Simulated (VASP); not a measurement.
# CaZnBr4 (Cmmm) in VASP: further runs

Runs on CaZnBr4. Level: PBE. Tasks: single point.

Everything below comes from runs of VASP 6.6.1. Logs are shortened: lines on timing, memory, paths and dates and some standing lists are left out, and cuts for length are marked.

## 1. The cell of the first run

The structure is orthorhombic, space group Cmmm (No. 65). Conventional cell: a = 9.378 Å, b = 9.410 Å, c = 4.098 Å, α = 90.00°, β = 90.00°, γ = 90.00°. Ca (site symmetry mmm) has 6 Br at 2.86 to 2.98 Å within 3.8 Å. Zn (site symmetry mmm) has 6 Br at 2.68 to 2.69 Å within 3.5 Å. Within 3.5 Å of Br (site symmetry m2m) lie 2 Zn at 2.68 Å and 1 Ca at 2.98 Å and 1 Br at 3.46 Å. Within 3.5 Å of Br (site symmetry 2mm) lie 1 Zn at 2.69 Å and 2 Ca at 2.86 Å.

The cell was built from a structure type or drawn by symmetry, and may not be a known phase.

## 2. Single point, PBE

Contents of INCAR:

```
PREC     = Accurate       # precision mode
ENCUT    = 500            # plane-wave cutoff, eV
EDIFF    = 1E-6           # SCF threshold, eV
ISMEAR   = 0              # smearing method
SIGMA    = 0.1            # smearing width, eV
LREAL    = False          # projectors in reciprocal space
LASPH    = True           # aspherical terms in the spheres
NELM     = 120            # most SCF steps
ALGO     = Normal         # electronic algorithm
ISIF     = 2              # what is computed and relaxed
LWAVE    = False          # write WAVECAR
LCHARG   = False          # write CHGCAR
GGA      = PE             # functional
NBANDS   = 34             # bands
GGA_COMPAT= False
```

Contents of KPOINTS:

```
Automatic mesh
0
Gamma
  4 4 4
```

Contents of POSCAR:

```
CaZnBr4
1.0
    4.6891175671     -4.7051769654      0.0000000000
    4.6891175671      4.7051769654      0.0000000000
    0.0000000000      0.0000000000      4.0977186154
Ca Zn Br
1 1 4
Direct
    0.5000000000      0.5000000000      0.5000000000
    0.0000000000      0.0000000000      0.0000000000
    0.8162112472      0.1837887528      0.5000000000
    0.2868989480      0.2868989480      0.0000000000
    0.7131010520      0.7131010520      0.0000000000
    0.1837887528      0.8162112472      0.5000000000
```

Potentials or basis: VASP PAW PBE potentials, release 64 (Ca_sv, Zn, Br).

On the command line:

```
cat potpaw_PBE.64/Ca_sv/POTCAR potpaw_PBE.64/Zn/POTCAR potpaw_PBE.64/Br/POTCAR > POTCAR
mpirun -np 1 vasp_std > vasp.out
```

OUTCAR:

```text
PREC = Accurate
   ENCUT = 500
   EDIFF = 1E-6
   ISMEAR = 0
   LREAL = False
   LASPH = True
   NELM = 120
   ISIF = 2
   GGA = PE

 ion  position               nearest neighbor table
   1  0.500  0.500  0.500-   4 2.86   5 2.86   4 2.86   5 2.86   3 2.98   6 2.98
   2  0.000  0.000  0.000-   3 2.68   6 2.68   3 2.68   6 2.68   5 2.69   4 2.69
   3  0.816  0.184  0.500-   2 2.68   2 2.68   1 2.98
   4  0.287  0.287  0.000-   2 2.69   1 2.86   1 2.86
   5  0.713  0.713  0.000-   2 2.69   1 2.86   1 2.86
   6  0.184  0.816  0.500-   2 2.68   2 2.68   1 2.98

  LATTYP: Found a base centered orthorhombic cell.
 ALAT       =     9.3782351342
 B/A-ratio  =     1.0034248231
 C/A-ratio  =     0.4369392062

  Lattice vectors:

 A1 = (   4.6891175671,  -4.7051769654,   0.0000000000)
 A2 = (   4.6891175671,   4.7051769654,   0.0000000000)
 A3 = (   0.0000000000,   0.0000000000,   4.0977186154)

Analysis of symmetry for initial positions (statically):
=====================================================================
 Subroutine PRICEL returns:
 Original cell was already a primitive cell.

 Routine SETGRP: Setting up the symmetry group for a
 base centered orthorhombic supercell.

 Subroutine GETGRP returns: Found  8 space group operations
 (whereof  8 operations were pure point group operations)
 out of a pool of  8 trial point group operations.

The static configuration has the point symmetry D_2h.

Analysis of symmetry for dynamics (positions and initial velocities):
=====================================================================
 Subroutine PRICEL returns:
 Original cell was already a primitive cell.

 Routine SETGRP: Setting up the symmetry group for a
 base centered orthorhombic supercell.

 Subroutine GETGRP returns: Found  8 space group operations
 (whereof  8 operations were pure point group operations)
 out of a pool of  8 trial point group operations.

The dynamic configuration has the point symmetry D_2h.

 Subroutine INISYM returns: Found  8 space group operations
 (whereof  8 operations are pure point group operations),
 and found     1 'primitive' translations

----------------------------------------------------------------------------------------

                                     Primitive cell

  volume of cell :     180.8170

  direct lattice vectors                    reciprocal lattice vectors
     4.689117567 -4.705176965  0.000000000     0.106629871 -0.106265929  0.000000000
     4.689117567  4.705176965  0.000000000     0.106629871  0.106265929  0.000000000
     0.000000000  0.000000000  4.097718615     0.000000000  0.000000000  0.244038231

  length of vectors
     6.642779075  6.642779075  4.097718615     0.150540283  0.150540283  0.244038231

  position of ions in fractional coordinates (direct lattice)
     0.500000000  0.500000000  0.500000000
     0.000000000  0.000000000  0.000000000
     0.816211247  0.183788753  0.500000000
     0.286898948  0.286898948  0.000000000
     0.713101052  0.713101052  0.000000000
     0.183788753  0.816211247  0.500000000

  ion indices of the primitive-cell ions
   primitive index   ion index
                 1           1
                 2           2
                 3           3
                 4           4
                 5           5
                 6           6

----------------------------------------------------------------------------------------

 KPOINTS: Automatic mesh

Automatic generation of k-mesh.
 Grid dimensions read from file:
 generate k-points for:    4    4    4

 Generating k-lattice:

  Cartesian coordinates                     Fractional coordinates (reciprocal lattice)
     0.026657468 -0.026566482  0.000000000     0.250000000  0.000000000  0.000000000
     0.026657468  0.026566482  0.000000000     0.000000000  0.250000000  0.000000000
     0.000000000  0.000000000  0.061009558     0.000000000  0.000000000  0.250000000

  Length of vectors
     0.037635071  0.037635071  0.061009558

  Shift w.r.t. Gamma in fractional coordinates (k-lattice)
     0.000000000  0.000000000  0.000000000

 Subroutine IBZKPT returns following result:
 ===========================================

 Found     21 irreducible k-points:

 Following reciprocal coordinates:
            Coordinates               Weight
  0.000000  0.000000  0.000000      1.000000
  0.250000 -0.000000  0.000000      4.000000
  0.500000 -0.000000  0.000000      2.000000
  0.250000  0.250000  0.000000      2.000000
  0.500000  0.250000  0.000000      4.000000
 -0.250000  0.250000  0.000000      2.000000
[... 13 lines left out ...]
 -0.250000  0.250000  0.500000      2.000000
  0.500000  0.500000  0.500000      1.000000
   k-points           NKPTS =     21   k-points in BZ     NKDIM =     21   number of bands    NBANDS=     34
   number of dos      NEDOS =    301   number of ions     NIONS =      6
   total plane-waves  NPLWV =  69120
   dimension x,y,z NGX =    48 NGY =   48 NGZ =   30
   dimension x,y,z NGXF=    96 NGYF=   96 NGZF=   60
   ions per type =               1   1   4
   NGX,Y,Z   is equivalent  to a cutoff of  12.01, 12.01, 12.17 a.u.
   NGXF,Y,Z  is equivalent  to a cutoff of  24.03, 24.03, 24.34 a.u.
 SYSTEM =  unknown system
   PREC   = accura    normal or accurate (medium, high low for compatibility)
   ISTART =      0    job   : 0-new  1-cont  2-samecut
   ICHARG =      2    charge: 1-file 2-atom 10-const
   ISPIN  =      1    spin polarized calculation?
   LNONCOLLINEAR =      F non collinear calculations
   LSORBIT =      F    spin-orbit coupling
   LASPH  =      T    aspherical Exc in radial PAW
   ENCUT  =  500.0 eV  36.75 Ry    6.06 a.u.  12.11 12.11  7.47*2*pi/ulx,y,z
   NELM   =    120;   NELMIN=  2; NELMDL= -5     # of ELM steps
   EDIFF  = 0.1E-05   stopping-criterion for ELM
   LREAL  =      F    real-space projection
[... 7 lines left out ...]
   TEBEG  =    0.0;   TEEND  =   0.0 temperature during run
   PSTRESS=    0.0 pullay stress
   NELECT =      50.0000    total number of electrons
   NUPDOWN=      -1.0000    fix difference up-down
   EMIN   =  10.00;   EMAX   =-10.00  energy-range for DOS
   EFERMI =   0.00;   METHOD = LEGACY
   ISMEAR =     0;   SIGMA  =   0.10  broadening in eV -4-tet -1-fermi 0-gaus
   EFERMI_NEDOS =   21; number of points for ismear=-14 and -15
   IALGO  =     38    algorithm
   IMIX   =      4    mixing-type and parameters
     AMIX     =   0.40;   BMIX     =  1.00
     AMIX_MAG =   1.60;   BMIX_MAG =  1.00
  volume/ion in A,a.u.               =      30.14       203.37
  Fermi-wavevector in a.u.,A,eV,Ry     =   1.066560  2.015505 15.477297  1.137549
  Thomas-Fermi vector in A             =   2.202148
   LORBIT       =      0    0 simple, 1 ext, 2 COOP (PROOUT), +10 PAW based schemes
   GGA     = PE    functional components
   LHFCALC =     F    Hartree Fock is set to
   AEXX    =    0.0000 exact exchange contribution
   IVDW    =     0    specifies the selected vdW correction
   LEPSILON=     F    determine dielectric tensor
   LRPA    =     F    only Hartree local field effects (RPA)
 non-spin polarized calculation
 Gauss-broadening in eV      SIGMA  =   0.10
  energy-cutoff  :      500.00
  volume of cell :      180.82
 maximum number of plane-waves:      4620
   NGX = 25   NGY = 25   NGZ = 15

 number of electron      49.9999959 magnetization

 Free energy of the ion-electron system (eV)
  ---------------------------------------------------
  ext. energy  EPLUGINS =         0.00000000
  ---------------------------------------------------
  free energy    TOTEN  =       -17.77411528 eV

  energy without entropy =      -17.77411528  energy(sigma->0) =      -17.77411528

 E-fermi :   0.3087     XC(G=0):  -8.2280

 val. band max:       -0.1203382074   @ k =   0.0000   0.0000   0.0000
 cond. band min:       1.9237358640   @ k =   0.0000   0.0000   0.0000
 fundamental gap:      2.0440740714
 Fermi energy:         0.3086690203

 k-point     1 :       0.0000    0.0000    0.0000
  band No.  band energies     occupation
      1     -39.6264      2.00000
      2     -20.6550      2.00000
      3     -20.6446      2.00000
      4     -20.6440      2.00000
      5     -13.9742      2.00000
      6     -13.3893      2.00000
[... 26 lines left out ...]
     33       6.3615      0.00000
     34       6.6427      0.00000

 k-point     2 :       0.2500   -0.0000    0.0000
  band No.  band energies     occupation
      1     -39.6264      2.00000
      2     -20.6551      2.00000
      3     -20.6446      2.00000
      4     -20.6441      2.00000
      5     -13.9208      2.00000
      6     -13.4903      2.00000
[... 26 lines left out ...]
     33       6.3458      0.00000
     34       6.6521      0.00000

 k-point     3 :       0.5000   -0.0000    0.0000
  band No.  band energies     occupation
      1     -39.6264      2.00000
      2     -20.6551      2.00000
      3     -20.6446      2.00000
      4     -20.6441      2.00000
      5     -13.8413      2.00000
      6     -13.5954      2.00000
[... 26 lines left out ...]
     33       6.7182      0.00000
     34       6.8096      0.00000

 k-point     4 :       0.2500    0.2500    0.0000
  band No.  band energies     occupation
      1     -39.6264      2.00000
      2     -20.6551      2.00000
      3     -20.6446      2.00000
      4     -20.6441      2.00000
      5     -13.8789      2.00000
      6     -13.5373      2.00000
[... 26 lines left out ...]
     33       6.0776      0.00000
     34       6.5140      0.00000

 k-point     5 :       0.5000    0.2500    0.0000
  band No.  band energies     occupation
      1     -39.6264      2.00000
      2     -20.6551      2.00000
      3     -20.6446      2.00000
      4     -20.6442      2.00000
      5     -13.8336      2.00000
      6     -13.5563      2.00000
[... 510 lines left out ...]
 k-point    19 :       0.5000    0.2500    0.5000
  band No.  band energies     occupation
      1     -39.6233      2.00000
      2     -20.7275      2.00000
      3     -20.6501      2.00000
      4     -20.6157      2.00000
      5     -13.5553      2.00000
      6     -13.4139      2.00000
[... 26 lines left out ...]
     33       7.3363      0.00000
     34       7.4291      0.00000

 k-point    20 :      -0.2500    0.2500    0.5000
  band No.  band energies     occupation
      1     -39.6233      2.00000
      2     -20.7275      2.00000
      3     -20.6501      2.00000
      4     -20.6157      2.00000
      5     -13.5450      2.00000
      6     -13.3935      2.00000
[... 26 lines left out ...]
     33       7.4105      0.00000
     34       7.8007      0.00000

 k-point    21 :       0.5000    0.5000    0.5000
  band No.  band energies     occupation
      1     -39.6233      2.00000
      2     -20.7274      2.00000
      3     -20.6502      2.00000
      4     -20.6157      2.00000
      5     -13.5648      2.00000
      6     -13.4027      2.00000
[... 26 lines left out ...]
     33       6.9423      0.00000
     34       7.3643      0.00000

------------------------ aborting loop because EDIFF is reached ----------------------------------------

  FORCE on cell =-STRESS in cart. coord.  units (eV):
  Direction    XX          YY          ZZ          XY          YZ          ZX
  --------------------------------------------------------------------------------------
  -------------------------------------------------------------------------------------
  Total       -0.0005585     -0.0195924     -0.2144579     -0.0000000      0.0000000      0.0000000
  in kB       -0.0049492     -0.1736040     -1.9002614     -0.0000000      0.0000000      0.0000000
  external PRESSURE =      -0.6929382 kB  Pullay stress =       0.0000000 kB

 VOLUME and BASIS-vectors are now :
 -----------------------------------------------------------------------------
  energy-cutoff  :      500.00
  volume of cell :      180.82
      direct lattice vectors                 reciprocal lattice vectors
     4.689117567 -4.705176965  0.000000000     0.106629871 -0.106265929  0.000000000
     4.689117567  4.705176965  0.000000000     0.106629871  0.106265929  0.000000000
     0.000000000  0.000000000  4.097718615     0.000000000  0.000000000  0.244038231

 POSITION                                       TOTAL-FORCE (eV/Angst)
 -----------------------------------------------------------------------------------
      4.68912      0.00000      2.04886         0.000000      0.000000      0.000000
      0.00000      0.00000      0.00000         0.000000      0.000000      0.000000
      4.68912     -2.97566      2.04886         0.000000     -0.034904      0.000000
      2.69061      0.00000      0.00000         0.021009      0.000000      0.000000
      6.68763      0.00000      0.00000        -0.021009      0.000000     -0.000000
      4.68912      2.97566      2.04886         0.000000      0.034904     -0.000000
 -----------------------------------------------------------------------------------
    total drift:                                0.000000     -0.000000      0.000000

  FREE ENERGIE OF THE ION-ELECTRON SYSTEM (eV)
  ---------------------------------------------------
  free  energy   TOTEN  =       -17.7741152761 eV

  energy  without entropy=      -17.7741152761  energy(sigma->0) =      -17.77411528
```

Wall time 74 s (1 thread of Intel Xeon 6975P-C (Granite Rapids), shared host); peak memory 0.31 GiB.

Results:

| Item | Value |
| --- | --- |
| Free energy | -17.7741 eV |
| Pressure | -0.1 GPa |
| Largest force | 0.035 eV/Å |
| Band gap on the k mesh | 2.04 eV |

Forces on the atoms (eV/Å):
```
Ca   0.000  0.000  0.000
Zn   0.000  0.000  0.000
Br   0.000 -0.035  0.000
Br   0.021  0.000  0.000
Br  -0.021  0.000  0.000
Br   0.000  0.035  0.000
```

Stress tensor (GPa, compression positive):
```
 0.00  0.00  0.00
 0.00 -0.02  0.00
 0.00  0.00 -0.19
```

Levels at points of the mesh, in eV from the valence-band top:
| k point | band 22 | band 23 | band 24 | band 25 | band 26 | band 27 | band 28 | band 29 |
| --- | --- | --- | --- | --- | --- | --- | --- | --- |
| (0.00, 0.00, 0.00) | -0.57 | -0.35 | -0.33 | 0.00 | 2.04 | 4.54 | 5.21 | 5.59 |
| (0.50, 0.00, 0.00) | -0.93 | -0.52 | -0.50 | -0.28 | 3.14 | 4.25 | 5.11 | 5.37 |
| (0.50, 0.50, 0.00) | -0.88 | -0.80 | -0.73 | -0.64 | 2.62 | 4.75 | 5.61 | 5.78 |
| (0.00, 0.00, 0.50) | -1.02 | -1.00 | -0.78 | -0.72 | 3.61 | 5.11 | 5.26 | 5.50 |
| (0.50, 0.00, 0.50) | -0.79 | -0.70 | -0.70 | -0.69 | 3.26 | 5.02 | 5.37 | 5.92 |
| (0.50, 0.50, 0.50) | -0.69 | -0.68 | -0.65 | -0.41 | 2.93 | 4.71 | 5.08 | 5.54 |

(Part 1 of 2 ends here.)
